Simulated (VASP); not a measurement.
# Sr3Al2As2 (Immm) in VASP: single point with PBE

Aim: the single point of Sr3Al2As2 with PBE.

Program: VASP 6.6.1. These are calculated values, not measurements. Logs are shortened: lines on timing, memory, paths and dates and some standing lists are left out, and cuts for length are marked.

## 1. The cell of the first run

The structure is orthorhombic, space group Immm (No. 71). Conventional cell: a = 4.391 Å, b = 4.862 Å, c = 19.467 Å, α = 90.00°, β = 90.00°, γ = 90.00°. Al (site symmetry mm2) has 2 As at 2.66 Å and 5 Sr at 3.37 to 3.41 Å within 3.5 Å. Within 3.6 Å of As (site symmetry mm2) lie 1 As at 2.53 Å and 2 Al at 2.66 Å and 6 Sr at 3.35 to 3.51 Å. Sr (site symmetry mmm) has 8 As at 3.51 Å and 4 Al at 3.68 Å and 6 Sr at 4.19 to 4.39 Å within 4.6 Å. Sr (site symmetry mm2) has 2 As at 3.35 Å and 5 Al at 3.37 to 3.41 Å and 8 Sr at 4.18 to 4.39 Å within 4.4 Å.

## 2. Single point, PBE

File INCAR:

```
PREC = Accurate ; ENCUT = 520
EDIFF = 1E-7 ; ISMEAR = 1
SIGMA = 0.15 ; LREAL = False
LASPH = True ; NELM = 100
ALGO = Normal ; ISIF = 2
LWAVE = False ; LCHARG = False
GGA = PE ; NBANDS = 32
```

File KPOINTS:

```
Automatic mesh
0
Gamma
  4 4 4
```

File POSCAR:

```
Sr3Al2As2
1.0
    0.0000000000      0.0000000000      4.8621300000
    4.3910620000      0.0000000000      0.0000000000
    2.1955310000      9.7336020000     -2.4310650000
Al As Sr
2 2 3
Direct
    0.3584000000      0.6416000000      0.7168000000
    0.6416000000      0.3584000000      0.2832000000
    0.4351000000      0.0649000000      0.8702000000
    0.5649000000      0.9351000000      0.1298000000
    0.0000000000      0.5000000000      0.0000000000
    0.1832000000      0.8168000000      0.3664000000
    0.8168000000      0.1832000000      0.6336000000
```

Potentials or basis: VASP PAW PBE potentials, release 64 (Al, As, Sr_sv).

Started as:

```sh
cat potpaw_PBE.64/Al/POTCAR potpaw_PBE.64/As/POTCAR potpaw_PBE.64/Sr_sv/POTCAR > POTCAR
mpirun -np 1 vasp_std > vasp.out
```

OUTCAR:

```text
PREC = Accurate
   ENCUT = 520
   EDIFF = 1E-7
   ISMEAR = 1
   LREAL = False
   LASPH = True
   NELM = 100
   ISIF = 2
   GGA = PE

 ion  position               nearest neighbor table
   1  0.358  0.642  0.717-   3 2.66   3 2.66   7 3.37   7 3.37   7 3.37   7 3.37   6 3.41   5 3.68
                             5 3.68
   2  0.642  0.358  0.283-   4 2.66   4 2.66   6 3.37   6 3.37   6 3.37   6 3.37   7 3.41   5 3.68
                             5 3.68
   3  0.435  0.065  0.870-   4 2.53   1 2.66   1 2.66   7 3.35   7 3.35   5 3.51   5 3.51   5 3.51
                             5 3.51
   4  0.565  0.935  0.130-   3 2.53   2 2.66   2 2.66   6 3.35   6 3.35   5 3.51   5 3.51   5 3.51
                             5 3.51
   5  0.000  0.500  0.000-   4 3.51   4 3.51   3 3.51   3 3.51   4 3.51   4 3.51   3 3.51   3 3.51
                             1 3.68   2 3.68   1 3.68   2 3.68   6 4.19   6 4.19   7 4.19   7 4.19
   6  0.183  0.817  0.366-   4 3.35   4 3.35   2 3.37   2 3.37   2 3.37   2 3.37   1 3.41   7 4.18
                             7 4.18   7 4.18   7 4.18   5 4.19   5 4.19
   7  0.817  0.183  0.634-   3 3.35   3 3.35   1 3.37   1 3.37   1 3.37   1 3.37   2 3.41   6 4.18
                             6 4.18   6 4.18   6 4.18   5 4.19   5 4.19

  LATTYP: Found a body centered orthorhombic cell.
 ALAT       =     4.3910620000
 B/A-ratio  =     1.1072788314
 C/A-ratio  =     4.4333703327

  Lattice vectors:

 A1 = (  -2.1955310000,  -9.7336020000,   2.4310650000)
 A2 = (   2.1955310000,  -9.7336020000,  -2.4310650000)
 A3 = (   2.1955310000,   9.7336020000,   2.4310650000)

Analysis of symmetry for initial positions (statically):
=====================================================================
 Subroutine PRICEL returns:
 Original cell was already a primitive cell.

 Routine SETGRP: Setting up the symmetry group for a
 body centered orthorhombic supercell.

 Subroutine GETGRP returns: Found  8 space group operations
 (whereof  8 operations were pure point group operations)
 out of a pool of  8 trial point group operations.

The static configuration has the point symmetry D_2h.

Analysis of symmetry for dynamics (positions and initial velocities):
=====================================================================
 Subroutine PRICEL returns:
 Original cell was already a primitive cell.

 Routine SETGRP: Setting up the symmetry group for a
 body centered orthorhombic supercell.

 Subroutine GETGRP returns: Found  8 space group operations
 (whereof  8 operations were pure point group operations)
 out of a pool of  8 trial point group operations.

The dynamic configuration has the point symmetry D_2h.

 Subroutine INISYM returns: Found  8 space group operations
 (whereof  8 operations are pure point group operations),
[... 107 lines left out ...]
   POTIM  = 0.5000    time-step for ionic-motion
   TEBEG  =    0.0;   TEEND  =   0.0 temperature during run
   PSTRESS=    0.0 pullay stress
   NELECT =      46.0000    total number of electrons
   NUPDOWN=      -1.0000    fix difference up-down
   EMIN   =  10.00;   EMAX   =-10.00  energy-range for DOS
   EFERMI =   0.00;   METHOD = LEGACY
   ISMEAR =     1;   SIGMA  =   0.15  broadening in eV -4-tet -1-fermi 0-gaus
   EFERMI_NEDOS =   21; number of points for ismear=-14 and -15
   IALGO  =     38    algorithm
   IMIX   =      4    mixing-type and parameters
     AMIX     =   0.40;   BMIX     =  1.00
     AMIX_MAG =   1.60;   BMIX_MAG =  1.00
  volume/ion in A,a.u.               =      29.69       200.34
  Fermi-wavevector in a.u.,A,eV,Ry     =   0.990309  1.871413 13.343404  0.980713
  Thomas-Fermi vector in A             =   2.121970
   LORBIT       =      0    0 simple, 1 ext, 2 COOP (PROOUT), +10 PAW based schemes
   GGA     = PE    functional components
   LHFCALC =     F    Hartree Fock is set to
   AEXX    =    0.0000 exact exchange contribution
   IVDW    =     0    specifies the selected vdW correction
   LEPSILON=     F    determine dielectric tensor
   LRPA    =     F    only Hartree local field effects (RPA)
 non-spin polarized calculation
 Methfessel and Paxton  Order N= 1 SIGMA  =   0.15
  energy-cutoff  :      520.00
  volume of cell :      207.81
 maximum number of plane-waves:      5614
   NGX = 19   NGY = 17   NGZ = 39

 number of electron      46.0000001 magnetization

 Free energy of the ion-electron system (eV)
  ---------------------------------------------------
  ext. energy  EPLUGINS =         0.00000000
  ---------------------------------------------------
  free energy    TOTEN  =       -25.29071775 eV

  energy without entropy =      -25.28379403  energy(sigma->0) =      -25.28840984

 E-fermi :   3.7300     XC(G=0):  -8.7940

 val. band max:        3.7293507396   @ k =  -0.2500   0.2500   0.0000
 cond. band min:       3.7381090496   @ k =   0.2500   0.2500  -0.0000
 fundamental gap:      0.0087583100
 Fermi energy:         3.7299746819

 k-point     1 :       0.0000    0.0000    0.0000
  band No.  band energies     occupation
      1     -32.4799      2.00000
      2     -32.0009      2.00000
      3     -31.9877      2.00000
      4     -14.4842      2.00000
      5     -14.4827      2.00000
      6     -14.4723      2.00000
[... 619 lines left out ...]
     31       6.4917     -0.00000
     32       6.7742      0.00000

------------------------ aborting loop because EDIFF is reached ----------------------------------------

  FORCE on cell =-STRESS in cart. coord.  units (eV):
  Direction    XX          YY          ZZ          XY          YZ          ZX
  --------------------------------------------------------------------------------------
  -------------------------------------------------------------------------------------
  Total       -0.8851465      0.7261555     -1.3649300      0.0000000      0.0000000      0.0000000
  in kB       -6.8242669      5.5984845    -10.5232829      0.0000000      0.0000000      0.0000000
  external PRESSURE =      -3.9163551 kB  Pullay stress =       0.0000000 kB

 VOLUME and BASIS-vectors are now :
 -----------------------------------------------------------------------------
  energy-cutoff  :      520.00
  volume of cell :      207.81
      direct lattice vectors                 reciprocal lattice vectors
     0.000000000  0.000000000  4.862130000     0.000000000  0.051368445  0.205671177
     4.391062000  0.000000000  0.000000000     0.227735341 -0.051368445  0.000000000
     2.195531000  9.733602000 -2.431065000     0.000000000  0.102736890  0.000000000

 POSITION                                       TOTAL-FORCE (eV/Angst)
 -----------------------------------------------------------------------------------
      4.39106      6.97705      0.00000         0.000000      0.294964      0.000000
      2.19553      2.75656      2.43106        -0.000000     -0.294964     -0.000000
      2.19553      8.47018      0.00000        -0.000000     -1.041841      0.000000
      4.39106      1.26342      2.43106         0.000000      1.041841     -0.000000
      2.19553      0.00000      0.00000         0.000000      0.000000     -0.000000
      4.39106      3.56639      0.00000         0.000000     -0.125335      0.000000
      2.19553      6.16721      2.43106        -0.000000      0.125335      0.000000
 -----------------------------------------------------------------------------------
    total drift:                                0.000000      0.000000     -0.000000

  FREE ENERGIE OF THE ION-ELECTRON SYSTEM (eV)
  ---------------------------------------------------
  free  energy   TOTEN  =       -25.2907177509 eV

  energy  without entropy=      -25.2837940290  energy(sigma->0) =      -25.28840984
```

stdout:

```text
POSCAR found type information on POSCAR AlAsSr
 POSCAR found :  3 types and       7 ions
 scaLAPACK will be used
 LDA part: xc-table for (Slater+PW92), standard interpolation
 POSCAR, INCAR and KPOINTS ok, starting setup
 FFT: planning ... GRIDC
 FFT: planning ... GRID_SOFT
 FFT: planning ... GRID
 WAVECAR not read
 entering main loop
```

Wall time 3.5 min (1 thread of Intel Xeon 8259CL, shared host); peak memory 0.38 GiB.

What came out:

```yaml
Free_energy: -25.2907 eV
Pressure: -0.4 GPa
Largest_force: 1.042 eV/Å
Band_gap_on_the_k_mesh: zero (bands 23 and 24 overlap by 0.78 eV)
```

Forces in eV/Å, atoms in the order of the input:
```
Al   0.000  0.295  0.000
Al   0.000 -0.295  0.000
As   0.000 -1.042  0.000
As   0.000  1.042  0.000
Sr   0.000  0.000  0.000
Sr   0.000 -0.125  0.000
Sr   0.000  0.125  0.000
```

Levels at points of the mesh, in eV from the Fermi level:
```csv
k point,band 20,band 21,band 22,band 23,band 24,band 25,band 26,band 27
"(0.00, 0.00, 0.00)",-2.13,-2.02,-0.86,-0.23,0.04,1.24,1.66,1.68
"(0.50, 0.00, 0.00)",-2.05,-1.72,-1.46,-0.40,0.47,0.56,0.93,1.27
"(0.00, 0.50, 0.00)",-1.55,-1.49,-1.07,-0.26,-0.04,0.48,0.55,1.85
"(0.50, 0.50, 0.00)",-2.34,-1.57,-1.36,-0.78,-0.58,0.38,0.98,2.26
"(0.00, 0.00, 0.50)",-2.06,-2.03,-0.76,0.01,0.08,0.55,1.32,1.46
```

Caveat: the k points lie up to 0.37 Å⁻¹ apart, too coarse for converged energies and pressures of a metal; forces of over 1 eV/Å act on the atoms, so gaps and moduli don't describe the material at rest.
